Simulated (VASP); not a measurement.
# TiO2 (Pbcn) in VASP: single point with PBE

Aim: the single point of TiO2 with PBE.

Everything below comes from runs of VASP 6.6.1. Logs are shortened: lines on timing, memory, paths and dates and some standing lists are left out, and cuts for length are marked.

## Step 1: The cell of the first run

Symmetry: Pbcn, No. 60, orthorhombic system. The conventional cell has a = 4.515 Å, b = 5.497 Å, c = 4.939 Å, α = 90.00°, β = 90.00°, γ = 90.00°. Within 2.5 Å of Ti (site symmetry 2) lie 6 O at 1.87 to 2.09 Å. O (site symmetry 1) has 3 Ti at 1.87 to 2.09 Å and 12 O at 2.57 to 2.96 Å within 3.0 Å.

## Step 2: Single point, PBE

INCAR reads:

```
SYSTEM = TiO2
PREC = Accurate
ENCUT = 520
EDIFF = 1E-6
ISMEAR = -1
SIGMA = 0.01
LREAL = .False.
LASPH = .True.
NELM = 100
ALGO = Normal
ISIF = 2
LWAVE = .False.
LCHARG = .False.
GGA = PE
NBANDS = 60
```

KPOINTS reads:

```
regular mesh
0
Gamma
  6 5 6
  0 0 0
```

POSCAR reads:

```
TiO2
1.0
    4.5150000000      0.0000000000      0.0000000000
    0.0000000000      5.4970000000      0.0000000000
    0.0000000000      0.0000000000      4.9390000000
Ti O
4 8
Direct
    0.0000000000      0.1745250048      0.2500000000
    0.5000000000      0.3254749952      0.7500000000
    0.0000000000      0.8254749952      0.7500000000
    0.5000000000      0.6745250048      0.2500000000
    0.2703967238      0.3819137489      0.4196925290
    0.2296032762      0.1180862511      0.9196925290
    0.7703967238      0.1180862511      0.5803074710
    0.7296032762      0.3819137489      0.0803074710
    0.7296032762      0.6180862511      0.5803074710
    0.7703967238      0.8819137489      0.0803074710
    0.2296032762      0.8819137489      0.4196925290
    0.2703967238      0.6180862511      0.9196925290
```

Potentials or basis: VASP PAW PBE potentials, release 64 (Ti_sv, O).

On the command line:

```sh
cat potpaw_PBE.64/Ti_sv/POTCAR potpaw_PBE.64/O/POTCAR > POTCAR
mpirun -np 1 vasp_std > vasp.out
```

OUTCAR:

```text
SYSTEM = TiO2
   PREC = Accurate
   ENCUT = 520
   EDIFF = 1E-6
   ISMEAR = -1
   LREAL = .False.
   LASPH = .True.
   NELM = 100
   ISIF = 2
   GGA = PE

 ion  position               nearest neighbor table
   1  0.000  0.175  0.250-   5 1.87   8 1.87   7 1.96   6 1.96  10 2.09  11 2.09
   2  0.500  0.325  0.750-   6 1.87   7 1.87   5 1.96   8 1.96   9 2.09  12 2.09
   3  0.000  0.825  0.750-   9 1.87  12 1.87  11 1.96  10 1.96   6 2.09   7 2.09
   4  0.500  0.675  0.250-  10 1.87  11 1.87   9 1.96  12 1.96   5 2.09   8 2.09
   5  0.270  0.382  0.420-   1 1.87   2 1.96   4 2.09
   6  0.230  0.118  0.920-   2 1.87   1 1.96   3 2.09
   7  0.770  0.118  0.580-   2 1.87   1 1.96   3 2.09
   8  0.730  0.382  0.080-   1 1.87   2 1.96   4 2.09
   9  0.730  0.618  0.580-   3 1.87   4 1.96   2 2.09
  10  0.770  0.882  0.080-   4 1.87   3 1.96   1 2.09
  11  0.230  0.882  0.420-   4 1.87   3 1.96   1 2.09
  12  0.270  0.618  0.920-   3 1.87   4 1.96   2 2.09

  LATTYP: Found a simple orthorhombic cell.
 ALAT       =     4.5150000000
 B/A-ratio  =     1.0939091916
 C/A-ratio  =     1.2174972315

  Lattice vectors:

 A1 = (  -4.5150000000,   0.0000000000,   0.0000000000)
 A2 = (   0.0000000000,   0.0000000000,   4.9390000000)
 A3 = (   0.0000000000,   5.4970000000,   0.0000000000)

Analysis of symmetry for initial positions (statically):
=====================================================================
 Subroutine PRICEL returns:
 Original cell was already a primitive cell.

 Routine SETGRP: Setting up the symmetry group for a
 simple orthorhombic supercell.

 Subroutine GETGRP returns: Found  8 space group operations
 (whereof  2 operations were pure point group operations)
 out of a pool of  8 trial point group operations.

The static configuration has the point symmetry S_2 .
 The point group associated with its full space group is D_2h.

Analysis of symmetry for dynamics (positions and initial velocities):
=====================================================================
 Subroutine PRICEL returns:
 Original cell was already a primitive cell.

 Routine SETGRP: Setting up the symmetry group for a
 simple orthorhombic supercell.

 Subroutine GETGRP returns: Found  8 space group operations
 (whereof  2 operations were pure point group operations)
 out of a pool of  8 trial point group operations.

The dynamic configuration has the point symmetry S_2 .
[... 130 lines left out ...]
   PSTRESS=    0.0 pullay stress
   NELECT =      96.0000    total number of electrons
   NUPDOWN=      -1.0000    fix difference up-down
   EMIN   =  10.00;   EMAX   =-10.00  energy-range for DOS
   EFERMI =   0.00;   METHOD = LEGACY
   ISMEAR =    -1;   SIGMA  =   0.01  broadening in eV -4-tet -1-fermi 0-gaus
   EFERMI_NEDOS =   21; number of points for ismear=-14 and -15
   IALGO  =     38    algorithm
   IMIX   =      4    mixing-type and parameters
     AMIX     =   0.40;   BMIX     =  1.00
     AMIX_MAG =   1.60;   BMIX_MAG =  1.00
  volume/ion in A,a.u.               =      10.22        68.93
  Fermi-wavevector in a.u.,A,eV,Ry     =   1.509006  2.851609 30.981829  2.277100
  Thomas-Fermi vector in A             =   2.619386
   LORBIT       =      0    0 simple, 1 ext, 2 COOP (PROOUT), +10 PAW based schemes
   GGA     = PE    functional components
   LHFCALC =     F    Hartree Fock is set to
   AEXX    =    0.0000 exact exchange contribution
   IVDW    =     0    specifies the selected vdW correction
   LEPSILON=     F    determine dielectric tensor
   LRPA    =     F    only Hartree local field effects (RPA)
 non-spin polarized calculation
  energy-cutoff  :      520.00
  volume of cell :      122.58
 maximum number of plane-waves:      3320
 NGX is ok and might be reduce to    36
   NGX = 17   NGY = 21   NGZ = 19

 number of electron      96.0000011 magnetization

 Free energy of the ion-electron system (eV)
  ---------------------------------------------------
  ext. energy  EPLUGINS =         0.00000000
  ---------------------------------------------------
  free energy    TOTEN  =      -107.33344134 eV

  energy without entropy =     -107.33344134  energy(sigma->0) =     -107.33344134

 E-fermi :   4.9112     XC(G=0): -11.5509

 val. band max:        4.7114268254   @ k =   0.0000   0.0000   0.0000
 cond. band min:       7.3214391206   @ k =   0.0000   0.0000   0.5000
 fundamental gap:      2.6100122952
 Fermi energy:         4.9112031123

 k-point     1 :       0.0000    0.0000    0.0000
  band No.  band energies     occupation
      1     -51.7254      2.00000
      2     -51.7025      2.00000
      3     -51.6962      2.00000
      4     -51.6909      2.00000
      5     -28.1653      2.00000
      6     -28.0913      2.00000
[... 1501 lines left out ...]
     59       8.8021      0.00000
     60       8.8021      0.00000

 [... further k-points ...]

------------------------ aborting loop because EDIFF is reached ----------------------------------------

  FORCE on cell =-STRESS in cart. coord.  units (eV):
  Direction    XX          YY          ZZ          XY          YZ          ZX
  --------------------------------------------------------------------------------------
  -------------------------------------------------------------------------------------
  Total        5.3600465      5.0989863      3.0778297      0.0000000      0.0000000     -0.0000000
  in kB       70.0578206     66.6456658     40.2283905      0.0000000      0.0000000     -0.0000000
  external PRESSURE =      58.9772923 kB  Pullay stress =       0.0000000 kB

 VOLUME and BASIS-vectors are now :
 -----------------------------------------------------------------------------
  energy-cutoff  :      520.00
  volume of cell :      122.58
      direct lattice vectors                 reciprocal lattice vectors
     4.515000000  0.000000000  0.000000000     0.221483942  0.000000000  0.000000000
     0.000000000  5.497000000  0.000000000     0.000000000  0.181917409  0.000000000
     0.000000000  0.000000000  4.939000000     0.000000000  0.000000000  0.202470136

 POSITION                                       TOTAL-FORCE (eV/Angst)
 -----------------------------------------------------------------------------------
      0.00000      0.95936      1.23475        -0.000000     -0.035175     -0.000000
      2.25750      1.78914      3.70425         0.000000      0.035175      0.000000
      0.00000      4.53764      3.70425         0.000000      0.035175      0.000000
      2.25750      3.70786      1.23475        -0.000000     -0.035175     -0.000000
      1.22084      2.09938      2.07286         0.010377      0.027405      0.001163
      1.03666      0.64912      4.54236        -0.010377     -0.027405      0.001163
      3.47834      0.64912      2.86614         0.010377     -0.027405     -0.001163
      3.29416      2.09938      0.39664        -0.010377      0.027405     -0.001163
      3.29416      3.39762      2.86614        -0.010377     -0.027405     -0.001163
      3.47834      4.84788      0.39664         0.010377      0.027405     -0.001163
      1.03666      4.84788      2.07286        -0.010377      0.027405      0.001163
      1.22084      3.39762      4.54236         0.010377     -0.027405      0.001163
 -----------------------------------------------------------------------------------
    total drift:                                0.000000      0.000000      0.000000

  FREE ENERGIE OF THE ION-ELECTRON SYSTEM (eV)
  ---------------------------------------------------
  free  energy   TOTEN  =      -107.3334413407 eV

  energy  without entropy=     -107.3334413407  energy(sigma->0) =     -107.33344134
```

OSZICAR:

```text
N       E                     dE             d eps       ncg     rms          rms(c)
DAV:   1     0.153127683550E+04    0.15313E+04   -0.47709E+04  5768   0.193E+03
DAV:   2     0.182628768551E+03   -0.13486E+04   -0.12765E+04  5812   0.598E+02
DAV:   3    -0.118822382986E+03   -0.30145E+03   -0.29113E+03  7320   0.244E+02
DAV:   4    -0.140846301816E+03   -0.22024E+02   -0.21966E+02  8440   0.724E+01
DAV:   5    -0.142067292968E+03   -0.12210E+01   -0.12204E+01  8792   0.141E+01    0.449E+01
DAV:   6    -0.108267526513E+03    0.33800E+02   -0.20664E+02  7912   0.989E+01    0.173E+01
DAV:   7    -0.107762306643E+03    0.50522E+00   -0.32808E+01  7688   0.333E+01    0.114E+01
DAV:   8    -0.107741867523E+03    0.20439E-01   -0.79777E+00  7396   0.199E+01    0.625E+00
DAV:   9    -0.107316177839E+03    0.42569E+00   -0.27100E+00  7496   0.110E+01    0.141E+00
DAV:  10    -0.107341368029E+03   -0.25190E-01   -0.19443E-01  6868   0.248E+00    0.658E-01
DAV:  11    -0.107333339109E+03    0.80289E-02   -0.32780E-02  7000   0.100E+00    0.116E-01
DAV:  12    -0.107333662265E+03   -0.32316E-03   -0.19612E-03  7260   0.276E-01    0.141E-01
DAV:  13    -0.107333439461E+03    0.22280E-03   -0.78313E-04  7560   0.159E-01    0.254E-02
DAV:  14    -0.107333440776E+03   -0.13150E-05   -0.68025E-05  8400   0.537E-02    0.164E-02
DAV:  15    -0.107333441710E+03   -0.93423E-06   -0.18479E-05  7564   0.311E-02    0.468E-03
DAV:  16    -0.107333441341E+03    0.36927E-06   -0.81110E-07  3340   0.640E-03
   1 F= -.10733344E+03 E0= -.10733344E+03  d E =-.512145E-11
```

stdout:

```text
POSCAR found type information on POSCAR TiO
 POSCAR found :  2 types and      12 ions
 scaLAPACK will be used
 LDA part: xc-table for (Slater+PW92), standard interpolation
 POSCAR, INCAR and KPOINTS ok, starting setup
 FFT: planning ... GRIDC
 FFT: planning ... GRID_SOFT
 FFT: planning ... GRID
 WAVECAR not read
 entering main loop
```

Wall time 7.7 min (1 thread of AMD EPYC 7R43 (Zen 3), shared host); peak memory 0.35 GiB.

What came out:

```
Free energy            : -107.3334 eV
Pressure               : 5.9 GPa
Largest force          : 0.035 eV/Å
Band gap on the k mesh : 2.61 eV (least direct gap 2.64 eV)
```

Forces in eV/Å, atoms in the order of the input:
```
Ti   0.000 -0.035  0.000
Ti   0.000  0.035  0.000
Ti   0.000  0.035  0.000
Ti   0.000 -0.035  0.000
O    0.010  0.027  0.001
O   -0.010 -0.027  0.001
O    0.010 -0.027 -0.001
O   -0.010  0.027 -0.001
O   -0.010 -0.027 -0.001
O    0.010  0.027 -0.001
O   -0.010  0.027  0.001
O    0.010 -0.027  0.001
```

Stress tensor (GPa, compression positive):
```
7.01 0.00 0.00
0.00 6.66 0.00
0.00 0.00 4.02
```

Levels at points of the mesh, in eV from the valence-band top:
| k point | band 45 | band 46 | band 47 | band 48 | band 49 | band 50 | band 51 | band 52 |
| --- | --- | --- | --- | --- | --- | --- | --- | --- |
| (0.00, 0.00, 0.00) | -0.55 | -0.47 | -0.07 | 0.00 | 2.64 | 2.69 | 2.81 | 2.81 |
| (0.50, 0.00, 0.00) | -0.53 | -0.53 | -0.29 | -0.29 | 3.11 | 3.11 | 3.21 | 3.21 |
| (0.00, 0.00, 0.50) | -0.45 | -0.45 | -0.34 | -0.34 | 2.61 | 2.61 | 3.03 | 3.03 |
| (0.50, 0.00, 0.50) | -0.50 | -0.50 | -0.50 | -0.50 | 2.97 | 2.97 | 2.97 | 2.97 |

Caveat: the cell stands under pressure; an odd mesh through Γ misses points on the zone boundary, where band edges can lie.
